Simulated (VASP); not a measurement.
# Sr2Ga2O3: relaxation of cell and atoms with PBE

Crystal: Sr2Ga2O3.

```xyz
7
Lattice="3.4455 0.0000 0.0000 0.0000 3.9592 0.0000 0.0000 0.0000 8.8365" Properties=species:S:1:pos:R:3 pbc="T T T"
Sr    1.7228    1.9796    2.0382
Sr    1.7228    1.9796    6.7983
Ga    0.0000    0.0000    0.0000
Ga    0.0000    0.0000    4.4182
O     0.0000    1.9796    0.0000
O     0.0000    0.0000    1.9961
O     0.0000    0.0000    6.8404
```

This cell differs from its parent crystal: atoms taken out.

```
Program                : VASP 6.6.1
Task                   : relaxation of cell and atoms
Functional             : PBE
Potentials or basis    : VASP PAW PBE potentials, release 64 (Sr_sv, Ga_d, O)
Cutoff                 : 600 eV
k mesh                 : 6 × 4 × 2
Occupations            : gaussian, width 0.1 eV
Spin                   : no spin polarisation
Dipole correction      : no
Further INCAR settings : ALGO = Fast; EDIFF = 1e-06; IBRION = 2; EDIFFG = -0.04; NSW = 90; ISIF = 3
```

```yaml
Relaxed_volume: 17.36 Å³/atom
Relaxed_cell: a = 3.520 Å, b = 3.914 Å, c = 8.819 Å, α = 90.00°, β = 90.00°, γ = 90.00°
Space_group_after_relaxing_to_0.1_Å: Pmmm (No. 47)
Energy_gained_by_relaxing: 3.5 meV/atom
Ionic_steps: 7
Pressure_after_relaxing: -0.1 GPa
Largest_force_after_relaxing: 0.019 eV/Å
Band_gap_on_the_k_mesh: zero (bands 32 and 33 overlap by 0.83 eV)
```

Forces on the atoms (eV/Å):
```
Sr   0.000  0.000 -0.008
Sr   0.000  0.000  0.008
Ga   0.000  0.000  0.000
Ga   0.000  0.000  0.000
O    0.000  0.000  0.000
O    0.000  0.000  0.019
O    0.000  0.000 -0.019
```

Stress tensor (GPa, compression positive):
```
-0.17  0.00  0.00
 0.00  0.16  0.00
 0.00  0.00 -0.26
```

The path:
| step | energy change (eV) | largest force (eV/Å) | pressure (GPa) | volume (Å³) |
| --- | --- | --- | --- | --- |
| 1 | 0.0000 | 0.1351 | 0.31 | 120.55 |
| 2 | -0.0110 | 0.1334 | 0.10 | 121.12 |
| 3 | -0.0181 | 0.1189 | -0.38 | 122.21 |
| 4 | -0.0212 | 0.1072 | 0.09 | 121.49 |
| 5 | -0.0214 | 0.1028 | 0.23 | 121.26 |
| 6 | -0.0242 | 0.0472 | 0.02 | 121.42 |
| 7 | -0.0247 | 0.0189 | -0.09 | 121.51 |

Final structure:
```yaml
crystal:
  lattice:
    - [3.52024, 0.00000, 0.00000]
    - [0.00000, 3.91406, 0.00000]
    - [0.00000, 0.00000, 8.81857]
  atoms:
    - { symbol: Sr, position: [0.50000, 0.50000, 0.22996] }
    - { symbol: Sr, position: [0.50000, 0.50000, 0.77004] }
    - { symbol: Ga, position: [0.00000, 0.00000, 0.00000] }
    - { symbol: Ga, position: [0.00000, 0.00000, 0.50000] }
    - { symbol: O, position: [0.00000, 0.50000, 0.00000] }
    - { symbol: O, position: [0.00000, 0.00000, 0.23236] }
    - { symbol: O, position: [0.00000, 0.00000, 0.76764] }
```

Levels at points of the mesh, in eV from the Fermi level:
```tsv
k point	band 28	band 29	band 30	band 31	band 32	band 33	band 34	band 35	band 36	band 37
(0.00, 0.00, 0.00)	-2.93	-2.82	-2.81	-2.74	-0.24	1.89	2.31	2.38	2.86	3.85
(0.50, 0.00, 0.00)	-3.89	-3.56	-3.20	-3.12	-1.35	1.22	1.81	3.44	4.38	4.40
(0.00, 0.50, 0.00)	-3.59	-3.38	-2.70	-1.77	-1.52	1.50	3.32	3.37	4.40	4.51
(0.50, 0.50, 0.00)	-3.22	-3.18	-2.64	-1.59	-1.06	-0.30	0.42	2.53	3.37	4.22
(0.00, 0.00, 0.50)	-2.78	-2.78	-2.75	-2.55	-1.62	2.19	2.36	2.41	3.50	4.06
(0.50, 0.00, 0.50)	-3.97	-3.95	-3.51	-1.95	-1.28	0.74	1.20	3.75	4.40	4.66
(0.00, 0.50, 0.50)	-3.42	-3.42	-2.82	-2.72	-1.45	1.23	3.18	3.38	4.11	4.39
(0.50, 0.50, 0.50)	-3.22	-3.04	-2.87	-1.65	-0.89	-0.57	-0.01	2.47	3.38	3.53
```

Wall time 23 min on 1 thread of Oxide Virtual Turin-like Processor (shared host), peak memory 0.31 GiB.

Caveat: the k points lie up to 0.40 Å⁻¹ apart in the final cell, too coarse for converged energies and pressures of a metal; the cell differs from its parent crystal (atoms taken out).
